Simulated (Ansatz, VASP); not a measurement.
# Two plane-wave programs on Cu

```
Cu
1.0
    -1.40282    1.40282    1.40282
     1.40282   -1.40282    1.40282
     1.40282    1.40282   -1.40282
Cu
1
Direct
  0.00000 0.00000 0.00000
```

Alike in both runs: task single point; functional PBE; k mesh 25 × 25 × 25; occupations fermi-dirac, width 0.1 eV; no spin polarisation.

```csv
,VASP,Ansatz
version,VASP 6.6.1,Ansatz 0.2.0
potentials or method,"VASP PAW PBE potentials, release 64 (Cu), cutoff 520 eV","plane waves (420 eV) with PAW, scalar-relativistic"
valence electrons in the cell,11,19
```

```tsv
	VASP	Ansatz	Ansatz less VASP
pressure (GPa)	14.9	14.4	-0.56
```

With one functional, cell and mesh, what is left measures potentials, basis and numerics. VASP's potentials hold 11 valence electrons a cell and Ansatz's 19, so a difference there can come from the potentials and not from the codes.
